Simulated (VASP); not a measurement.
Write the native input for VASP 6.6.1 that does the following.

- Task: relaxation of cell and atoms
- Functional: PBE
- Potentials or basis: VASP PAW PBE potentials, release 64 (Fe)
- Cutoff: 600 eV
- k mesh: 6 × 6 × 4
- Occupations: fermi-dirac, width 0.1 eV
- Spin: no spin polarisation
- Dipole correction: no
- Further INCAR settings: ALGO = Normal; EDIFF = 1e-07; IBRION = 2; EDIFFG = -0.01; NSW = 80; ISIF = 3

The structure of Fe lies in POSCAR:

```
Fe
1.0
    1.2145872455     -2.1037268194      0.0000000000
    1.2145872455      2.1037268194      0.0000000000
    0.0000000000      0.0000000000      3.7595899157
Fe
2
Direct
    0.3333333333      0.6666666667      0.2500000000
    0.6666666667      0.3333333333      0.7500000000
```

One way to write it, as run:

INCAR

```
SYSTEM = Fe
ALGO     = Normal         ! electronic algorithm
EDIFF    = 1E-7           ! SCF threshold, eV
EDIFFG   = -0.01          ! ionic threshold
ENCUT    = 600            ! plane-wave cutoff, eV
GGA      = PE             ! functional
GGA_COMPAT= .False.      
IBRION   = 2              ! ionic algorithm
ISIF     = 3              ! what is computed and relaxed
ISMEAR   = -1             ! smearing method
LASPH    = .True.         ! aspherical terms in the spheres
LCHARG   = .False.        ! write CHGCAR
LREAL    = .False.        ! projectors in reciprocal space
LWAVE    = .False.        ! write WAVECAR
NELM     = 120            ! most SCF steps
NELMIN   = 4            
NSW      = 80             ! ionic steps
PREC     = Accurate       ! precision mode
SIGMA    = 0.1            ! smearing width, eV
```

KPOINTS

```
k-points
0
Gamma
  6 6 4
  0 0 0
```

Potentials or basis: VASP PAW PBE potentials, release 64 (Fe).

The run is started by

```bash
$ cat potpaw_PBE.64/Fe/POTCAR > POTCAR
$ mpirun -np 1 vasp_std > vasp.out
```

Results of the run:

The relaxed volume is 10.21 Å³/atom, the relaxed cell is a = 2.467 Å, b = 2.467 Å, c = 3.877 Å, α = 90.00°, β = 90.00°, γ = 120.00° and the space group after relaxing (to 0.05 Å) is P6_3/mmc (No. 194). The energy gained by relaxing is 38.8 meV/atom and the ionic steps are 9. The pressure after relaxing is 0.0 GPa and the band gap on the k mesh is zero (band 8 reaches 7.69 eV, above the bottom of band 9 at 6.03 eV).

Caveat: the k points lie up to 0.49 Å⁻¹ apart in the final cell; the run has no spin polarisation, though such a crystal can be magnetic.

Wall time 29 s on 1 thread of Intel(R) Xeon(R) Platinum 8488C (Sapphire Rapids) (shared host), peak memory 0.13 GiB.
